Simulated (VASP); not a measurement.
# Pd (P6_3/mmc) in VASP: a series of runs

Aim: see how the results for Pd move with the level of theory and the settings. Levels: PBEsol, PBEsol+D4, PBEsol+D3(BJ). Tasks: single point, relaxation of cell and atoms.

All numbers are computed with VASP 6.6.1; they aren't measurements. Logs are shortened: lines on timing, memory, paths and dates and some standing lists are left out, and cuts for length are marked.

### Step 1. The cell of the first run

The structure is hexagonal, space group P6_3/mmc (No. 194). Conventional cell: a = 2.726 Å, b = 2.726 Å, c = 4.545 Å, α = 90.00°, β = 90.00°, γ = 120.00°. Within 3.6 Å of Pd (site symmetry -6m2) lie 12 Pd at 2.73 to 2.76 Å.

### Step 2. Single point, PBEsol

Contents of INCAR:

```
SYSTEM = Pd
ALGO     = Normal         ! electronic algorithm
EDIFF    = 1E-7           ! SCF threshold, eV
ENCUT    = 520            ! plane-wave cutoff, eV
GGA      = PS             ! functional
ISIF     = 2              ! what is computed and relaxed
ISMEAR   = -1             ! smearing method
LASPH    = .True.         ! aspherical terms in the spheres
LCHARG   = .False.        ! write CHGCAR
LREAL    = .False.        ! projectors in reciprocal space
LWAVE    = .False.        ! write WAVECAR
NBANDS   = 17             ! bands
NELM     = 60             ! most SCF steps
PREC     = Accurate       ! precision mode
SIGMA    = 0.05           ! smearing width, eV
```

Contents of KPOINTS:

```
k-points
0
Gamma
  11 11 6
  0 0 0
```

Contents of POSCAR:

```
Pd
1.0
    2.7255215592      0.0000000000      0.0000000000
   -1.3627607796      2.3603709088      0.0000000000
    0.0000000000      0.0000000000      4.5448301119
Pd
2
Direct
    0.3333333333      0.6666666667      0.2500000000
    0.6666666667      0.3333333333      0.7500000000
```

Potentials or basis: VASP PAW PBE potentials, release 64 (Pd).

Started as:

```
$ cat potpaw_PBE.64/Pd/POTCAR > POTCAR
$ mpirun -np 1 vasp_std > vasp.out
```

OUTCAR:

```text
SYSTEM = Pd
   EDIFF = 1E-7
   ENCUT = 520
   GGA = PS
   ISIF = 2
   ISMEAR = -1
   LASPH = .True.
   LREAL = .False.
   NELM = 60
   PREC = Accurate

 ion  position               nearest neighbor table
   1  0.333  0.667  0.250-   2 2.76   2 2.76   2 2.76   2 2.76   2 2.76   2 2.76
   2  0.667  0.333  0.750-   1 2.76   1 2.76   1 2.76   1 2.76   1 2.76   1 2.76

  LATTYP: Found a hexagonal cell.
 ALAT       =     2.7255215592
 C/A-ratio  =     1.6675084064

  Lattice vectors:

 A1 = (   2.7255215592,   0.0000000000,   0.0000000000)
 A2 = (  -1.3627607796,   2.3603709088,   0.0000000000)
 A3 = (   0.0000000000,   0.0000000000,   4.5448301119)

Analysis of symmetry for initial positions (statically):
=====================================================================
 Subroutine PRICEL returns:
 Original cell was already a primitive cell.

 Routine SETGRP: Setting up the symmetry group for a
 hexagonal supercell.

 Subroutine GETGRP returns: Found 24 space group operations
 (whereof 12 operations were pure point group operations)
 out of a pool of 24 trial point group operations.

The static configuration has the point symmetry D_3d.
 The point group associated with its full space group is D_6h.

Analysis of symmetry for dynamics (positions and initial velocities):
=====================================================================
 Subroutine PRICEL returns:
 Original cell was already a primitive cell.

 Routine SETGRP: Setting up the symmetry group for a
 hexagonal supercell.

 Subroutine GETGRP returns: Found 24 space group operations
 (whereof 12 operations were pure point group operations)
 out of a pool of 24 trial point group operations.

The dynamic configuration has the point symmetry D_3d.
 The point group associated with its full space group is D_6h.

 Subroutine INISYM returns: Found 24 space group operations
 (whereof 12 operations are pure point group operations),
 and found     1 'primitive' translations

----------------------------------------------------------------------------------------

                                     Primitive cell

  volume of cell :      29.2380

  direct lattice vectors                    reciprocal lattice vectors
     2.725521559  0.000000000  0.000000000     0.366902253  0.211831114  0.000000000
    -1.362760780  2.360370909  0.000000000     0.000000000  0.423662229  0.000000000
     0.000000000  0.000000000  4.544830112     0.000000000  0.000000000  0.220030227

  length of vectors
     2.725521559  2.725521559  4.544830112     0.423662229  0.423662229  0.220030227

  position of ions in fractional coordinates (direct lattice)
     0.333333333  0.666666667  0.250000000
     0.666666667  0.333333333  0.750000000

  ion indices of the primitive-cell ions
   primitive index   ion index
                 1           1
                 2           2

----------------------------------------------------------------------------------------

 KPOINTS: k-points

Automatic generation of k-mesh.
 Grid dimensions read from file:
 generate k-points for:   11   11    6

 Generating k-lattice:

  Cartesian coordinates                     Fractional coordinates (reciprocal lattice)
     0.033354750  0.019257374  0.000000000     0.090909091 -0.000000000  0.000000000
     0.000000000  0.038514748  0.000000000     0.000000000  0.090909091  0.000000000
     0.000000000  0.000000000  0.036671704     0.000000000  0.000000000  0.166666667

  Length of vectors
     0.038514748  0.038514748  0.036671704

  Shift w.r.t. Gamma in fractional coordinates (k-lattice)
     0.000000000  0.000000000  0.000000000

 Subroutine IBZKPT returns following result:
 ===========================================

 Found     64 irreducible k-points:

 Following reciprocal coordinates:
            Coordinates               Weight
  0.000000  0.000000  0.000000      1.000000
  0.090909 -0.000000  0.000000      6.000000
  0.181818  0.000000  0.000000      6.000000
  0.272727  0.000000  0.000000      6.000000
  0.363636 -0.000000  0.000000      6.000000
  0.454545  0.000000  0.000000      6.000000
[... 16 lines left out ...]
  0.090909  0.090909  0.166667     12.000000
  0.181818  0.090909  0.166667     24.000000
 [... further k-points ...]
   k-points           NKPTS =     64   k-points in BZ     NKDIM =     64   number of bands    NBANDS=     17
   number of dos      NEDOS =    301   number of ions     NIONS =      2
   total plane-waves  NPLWV =  14400
   dimension x,y,z NGX =    20 NGY =   20 NGZ =   36
   dimension x,y,z NGXF=    40 NGYF=   40 NGZF=   72
   ions per type =               2
   NGX,Y,Z   is equivalent  to a cutoff of  12.20, 12.20, 13.17 a.u.
   NGXF,Y,Z  is equivalent  to a cutoff of  24.40, 24.40, 26.34 a.u.
 SYSTEM =  Pd
   PREC   = accura    normal or accurate (medium, high low for compatibility)
   ISTART =      0    job   : 0-new  1-cont  2-samecut
   ICHARG =      2    charge: 1-file 2-atom 10-const
   ISPIN  =      1    spin polarized calculation?
   LNONCOLLINEAR =      F non collinear calculations
   LSORBIT =      F    spin-orbit coupling
   LASPH  =      T    aspherical Exc in radial PAW
   ENCUT  =  520.0 eV  38.22 Ry    6.18 a.u.   5.07  5.07  8.45*2*pi/ulx,y,z
   NELM   =     60;   NELMIN=  2; NELMDL= -5     # of ELM steps
   EDIFF  = 0.1E-06   stopping-criterion for ELM
   LREAL  =      F    real-space projection
   EDIFFG = 0.1E-05   stopping-criterion for IOM
   NSW    =      0    number of steps for IOM
   IBRION =     -1    ionic relax: 0-MD 1-quasi-New 2-CG
   NFREE  =      0    steps in history (QN), initial steepest desc. (CG)
   ISIF   =      2    stress and relaxation
   ISYM   =      2    0-nonsym 1-usesym 2-fastsym
   POTIM  = 0.5000    time-step for ionic-motion
   TEBEG  =    0.0;   TEEND  =   0.0 temperature during run
   PSTRESS=    0.0 pullay stress
   NELECT =      20.0000    total number of electrons
   NUPDOWN=      -1.0000    fix difference up-down
   EMIN   =  10.00;   EMAX   =-10.00  energy-range for DOS
   EFERMI =   0.00;   METHOD = LEGACY
   ISMEAR =    -1;   SIGMA  =   0.05  broadening in eV -4-tet -1-fermi 0-gaus
   EFERMI_NEDOS =   21; number of points for ismear=-14 and -15
   IALGO  =     38    algorithm
   IMIX   =      4    mixing-type and parameters
     AMIX     =   0.40;   BMIX     =  1.00
     AMIX_MAG =   1.60;   BMIX_MAG =  1.00
  volume/ion in A,a.u.               =      14.62        98.65
  Fermi-wavevector in a.u.,A,eV,Ry     =   1.442455  2.725845 28.309327  2.080677
  Thomas-Fermi vector in A             =   2.560973
   LORBIT       =      0    0 simple, 1 ext, 2 COOP (PROOUT), +10 PAW based schemes
   GGA     = PS    functional components
   LHFCALC =     F    Hartree Fock is set to
   AEXX    =    0.0000 exact exchange contribution
   IVDW    =     0    specifies the selected vdW correction
   LEPSILON=     F    determine dielectric tensor
   LRPA    =     F    only Hartree local field effects (RPA)
 non-spin polarized calculation
  energy-cutoff  :      520.00
  volume of cell :       29.24
 maximum number of plane-waves:       802
   NGX = 11   NGY = 11   NGZ = 17

 number of electron      19.9999998 magnetization

 Free energy of the ion-electron system (eV)
  ---------------------------------------------------
  ext. energy  EPLUGINS =         0.00000000
  ---------------------------------------------------
  free energy    TOTEN  =       -11.85680944 eV

  energy without entropy =      -11.81228601  energy(sigma->0) =      -11.83454772

 E-fermi :   9.7858     XC(G=0): -13.4348

 val. band max:        9.7857939417   @ k =   0.3636  -0.0000   0.0000
 cond. band min:       9.7955863159   @ k =   0.3636  -0.0000   0.0000
 fundamental gap:      0.0097923743
 Fermi energy:         9.7858270274

 k-point     1 :       0.0000    0.0000    0.0000
  band No.  band energies     occupation
      1       2.4620      2.00000
      2       4.3453      2.00000
      3       6.7532      2.00000
      4       6.9707      2.00000
      5       6.9707      2.00000
      6       7.3325      2.00000
[... 9 lines left out ...]
     16      29.3613      0.00000
     17      32.2559      0.00000

 k-point     2 :       0.0909   -0.0000    0.0000
  band No.  band energies     occupation
      1       2.7338      2.00000
      2       4.5400      2.00000
      3       6.5938      2.00000
      4       7.0935      2.00000
      5       7.1565      2.00000
      6       7.2540      2.00000
[... 9 lines left out ...]
     16      29.0985      0.00000
     17      30.6579      0.00000

 k-point     3 :       0.1818    0.0000    0.0000
  band No.  band energies     occupation
      1       3.4750      2.00000
      2       4.9617      2.00000
      3       6.3372      2.00000
      4       6.9298      2.00000
      5       6.9741      2.00000
      6       7.5799      2.00000
[... 9 lines left out ...]
     16      28.8503      0.00000
     17      29.1669      0.00000

 k-point     4 :       0.2727    0.0000    0.0000
  band No.  band energies     occupation
      1       4.3574      2.00000
      2       5.0413      2.00000
      3       5.9996      2.00000
      4       6.5158      2.00000
      5       6.9386      2.00000
      6       7.3830      2.00000
[... 9 lines left out ...]
     16      27.1391      0.00000
     17      28.8541      0.00000
[... 343 lines left out ...]
      1       4.4878      2.00000
      2       4.5771      2.00000
      3       5.4959      2.00000
      4       6.3470      2.00000
      5       7.1475      2.00000
      6       7.6337      2.00000
[... 9 lines left out ...]
     16      23.8236      0.00000
     17      24.9244      0.00000

 k-point    23 :       0.0909    0.0909    0.1667
  band No.  band energies     occupation
      1       3.4638      2.00000
      2       4.9438      2.00000
      3       6.3877      2.00000
      4       6.7912      2.00000
      5       6.9562      2.00000
      6       7.3595      2.00000
[... 9 lines left out ...]
     16      28.8123      0.00000
     17      29.0324      0.00000

 k-point    24 :       0.1818    0.0909    0.1667
  band No.  band energies     occupation
      1       4.2625      2.00000
      2       5.3269      2.00000
      3       6.1014      2.00000
      4       6.2969      2.00000
      5       6.7996      2.00000
      6       7.2865      2.00000
[... 9 lines left out ...]
     16      27.4767      0.00000
     17      28.7701      0.00000

 [... further k-points ...]

------------------------ aborting loop because EDIFF is reached ----------------------------------------

  FORCE on cell =-STRESS in cart. coord.  units (eV):
  Direction    XX          YY          ZZ          XY          YZ          ZX
  --------------------------------------------------------------------------------------
  -------------------------------------------------------------------------------------
  Total       -0.0506576     -0.0506576     -0.0655370      0.0000000      0.0000000      0.0000000
  in kB       -2.7759226     -2.7759226     -3.5912844      0.0000000      0.0000000      0.0000000
  external PRESSURE =      -3.0477099 kB  Pullay stress =       0.0000000 kB

 VOLUME and BASIS-vectors are now :
 -----------------------------------------------------------------------------
  energy-cutoff  :      520.00
  volume of cell :       29.24
      direct lattice vectors                 reciprocal lattice vectors
     2.725521559  0.000000000  0.000000000     0.366902253  0.211831114  0.000000000
    -1.362760780  2.360370909  0.000000000     0.000000000  0.423662229  0.000000000
     0.000000000  0.000000000  4.544830112     0.000000000  0.000000000  0.220030227

 POSITION                                       TOTAL-FORCE (eV/Angst)
 -----------------------------------------------------------------------------------
     -0.00000      1.57358      1.13621         0.000000     -0.000000      0.000000
      1.36276      0.78679      3.40862        -0.000000      0.000000      0.000000
 -----------------------------------------------------------------------------------
    total drift:                               -0.000000      0.000000     -0.000000

  FREE ENERGIE OF THE ION-ELECTRON SYSTEM (eV)
  ---------------------------------------------------
  free  energy   TOTEN  =       -11.8568094355 eV

  energy  without entropy=      -11.8122860127  energy(sigma->0) =      -11.83454772
```

It took 14 s on 1 thread of AMD EPYC 9R45 (Zen 5), shared host; peak memory 0.13 GiB.

Results:

```
Free energy            : -11.8568 eV
Pressure               : -0.3 GPa
Band gap on the k mesh : zero (band 10 reaches 9.94 eV, above the bottom of band 11 at 9.06 eV)
```

Stress tensor (GPa, compression positive):
```
-0.28  0.00  0.00
 0.00 -0.28  0.00
 0.00  0.00 -0.36
```

Caveat: the PAW data sets were made with another functional, which shifts forces and pressure a little.

### Step 3. Single point, PBEsol+D4

This run uses another cell than the first one, of 14.41 Å³/atom, 0.986 times its volume.

Contents of INCAR:

```
PREC = Accurate
ENCUT = 520
EDIFF = 1E-6
ISMEAR = -1
SIGMA = 0.05
LREAL = False
LASPH = True
NELM = 100
ALGO = Normal
ISIF = 2
LWAVE = False
LCHARG = True
GGA = PS
IVDW = 13
LELF = True
LVHAR = True
NBANDS = 17
```

Contents of KPOINTS:

```
Automatic mesh
0
Gamma
  11 11 6
```

Contents of POSCAR:

```
Pd
1.0
    2.7130453230      0.0000000000      0.0000000000
   -1.3565226615      2.3495661713      0.0000000000
    0.0000000000      0.0000000000      4.5215331773
Pd
2
Direct
    0.3333333333      0.6666666667      0.2500000000
    0.6666666667      0.3333333333      0.7500000000
```

Potentials or basis: VASP PAW PBE potentials, release 64 (Pd).

Started as:

```
$ cat potpaw_PBE.64/Pd/POTCAR > POTCAR
$ mpirun -np 1 vasp_std > vasp.out
```

It took 13 s on 1 thread of AMD EPYC 9R45 (Zen 5), shared host; peak memory 0.13 GiB.

The run converged. Its results:

```yaml
Free_energy: -12.4388 eV
Pressure: -0.3 GPa
Band_gap_on_the_k_mesh: zero (band 10 reaches 10.19 eV, above the bottom of band 11 at 9.29 eV)
Dispersion_energy_per_atom: -0.293 eV
```

Stress tensor (GPa, compression positive):
```
-0.30  0.00  0.00
 0.00 -0.30  0.00
 0.00  0.00 -0.38
```

Levels at points of the mesh, in eV from the Fermi level:
| k point | band 7 | band 8 | band 9 | band 10 | band 11 | band 12 | band 13 | band 14 |
| --- | --- | --- | --- | --- | --- | --- | --- | --- |
| (0.00, 0.00, 0.00) | -2.51 | -1.76 | -1.76 | -0.26 | -0.26 | 0.68 | 7.12 | 17.11 |
| (0.00, 0.00, 0.50) | -2.92 | -2.92 | -0.74 | -0.74 | -0.74 | -0.74 | 14.20 | 14.20 |

Caveat: the PAW data sets were made with another functional, which shifts forces and pressure a little; pairwise dispersion overbinds metals, which lowers pressure and volume.

### Step 4. Single point, PBEsol+D3(BJ)

This run uses another cell than the first one, of 15.53 Å³/atom, 1.062 times its volume.

Contents of INCAR:

```
SYSTEM = Pd
  PREC = Accurate
  ENCUT = 520
  EDIFF = 1E-6
  ISMEAR = -1
  SIGMA = 0.05
  LREAL = .False.
  LASPH = .True.
  NELM = 80
  ALGO = Fast
  ISIF = 2
  LWAVE = .False.
  LCHARG = .False.
  GGA = PS
  IVDW = 12
  NBANDS = 17
```

Contents of KPOINTS:

```
Automatic mesh
0
Gamma
  11 11 6
  0 0 0
```

Contents of POSCAR:

```
Pd
1.0
    2.7836650458      0.0000000000      0.0000000000
   -1.3918325229      2.4107246453      0.0000000000
    0.0000000000      0.0000000000      4.6288930000
Pd
2
Direct
    0.3333333333      0.6666666667      0.2500000000
    0.6666666667      0.3333333333      0.7500000000
```

Started as:

```
$ cat potpaw_PBE.64/Pd/POTCAR > POTCAR
$ mpirun -np 1 vasp_std > vasp.out
```

It took 21 s on 1 thread of AMD EPYC 9R45 (Zen 5), shared host; peak memory 0.14 GiB.

The run converged. Its results:

| Property | Result |
| --- | --- |
| Free energy | -12.9721 eV |
| Pressure | -16.8 GPa |
| Band gap on the k mesh | zero (band 10 reaches 8.91 eV, above the bottom of band 11 at 8.12 eV) |
| Dispersion energy per atom | -0.590 eV |

Stress tensor (GPa, compression positive):
```
-16.90   0.00   0.00
  0.00 -16.90   0.00
  0.00   0.00 -16.47
```

Levels at points of the mesh, in eV from the Fermi level:
| k point | band 8 | band 9 | band 10 | band 11 | band 12 | band 13 |
| --- | --- | --- | --- | --- | --- | --- |
| (0.00, 0.00, 0.00) | -1.56 | -1.56 | -0.23 | -0.23 | 0.88 | 6.59 |
| (0.00, 0.00, 0.50) | -2.59 | -0.66 | -0.66 | -0.66 | -0.66 | 13.64 |

Caveat: three body term missing; the PAW data sets were made with another functional, which shifts forces and pressure a little; pairwise dispersion overbinds metals, which lowers pressure and volume.

[end of part 1 of 2]
